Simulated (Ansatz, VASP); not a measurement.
One calculation of BaTiO3, two programs

File INCAR:

```
SYSTEM = BaTiO3
PREC = Accurate ; ENCUT = 520
EDIFF = 1E-6 ; ISMEAR = -1
SIGMA = 0.05 ; LREAL = .False.
LASPH = .True. ; NELM = 80
ALGO = Normal ; ISIF = 2
LWAVE = .False. ; LCHARG = .False.
GGA = CA ; NBANDS = 28
```

File KPOINTS:

```
regular mesh
0
Gamma
  7 7 7
  0 0 0
```

The input POSCAR:

```
BaTiO3
1.0
    3.9316352889      0.0000000000      0.0000000000
    0.0000000000      2.7985588135      2.8066973133
    0.0000000000     -2.7985588135      2.8066973133
Ba Ti O
1 1 3
Direct
    0.0000000000      0.0000000000      0.0000000000
    0.5000000000      0.5124000000      0.5124000000
    0.5000000000      0.9918400000      0.5052400000
    0.5000000000      0.5052400000      0.9918400000
    0.0000000000      0.4874000000      0.4874000000
```

input.yaml

```yaml
crystal:
  lattice:
    - [3.9316352889, 0.0, 0.0]
    - [0.0, 2.7985588135, 2.8066973133]
    - [0.0, -2.7985588135, 2.8066973133]
  atoms:
    - { symbol: Ba, position: [0.0, 0.0, 0.0] }
    - { symbol: Ti, position: [0.5, 0.5124, 0.5124] }
    - { symbol: O, position: [0.5, 0.99184, 0.50524] }
    - { symbol: O, position: [0.5, 0.50524, 0.99184] }
    - { symbol: O, position: [0.0, 0.4874, 0.4874] }
kpoints:
  mp_grid: { grid: [7, 7, 7] }
scf:
  occupations: { method: fermi_dirac, width: 0.05 }
hamiltonian:
  xc: lda
  pseudopotentials: { kind: all_electron, lapw: { basis_error: 0.002 } }
output:
  forces: true
  stress: true
  eigenvalues: true
```

Change from the starting cell: volume scaled by 0.96.

Alike in both runs: task single point; functional LDA; k mesh 7 × 7 × 7; occupations fermi-dirac, width 0.05 eV; no spin polarisation.

|  | VASP | Ansatz |
| --- | --- | --- |
| version | VASP 6.6.1 | Ansatz 0.2.0 |
| potentials or method | VASP PAW LDA potentials, release 64 (Ba_sv, Ti_sv, O), cutoff 520 eV | all-electron LAPW, scalar-relativistic |

|  | VASP | Ansatz | Ansatz less VASP |
| --- | --- | --- | --- |
| gap on the k mesh at the Fermi level (eV) | 1.91 | 1.98 | +0.069 |
| least direct gap on the mesh (eV) | 2.00 | 2.03 | +0.027 |
| pressure (GPa) | 0.7 | -1.7 | -2.34 |
| traceless stress, the component that is largest in VASP (GPa) | -0.40 | -0.41 | -0.008 |
| rms of the force components (eV/Å) | 0.105 | 0.103 | -0.0013 |

LDA's correlation is that of Perdew and Zunger in VASP and of Perdew and Wang (1992) in Ansatz. Atom by atom the forces differ by 0.022 eV/Å (rms over components). Ansatz ran all-electron here, and VASP with PAW potentials.

Spin-orbit coupling is off throughout.
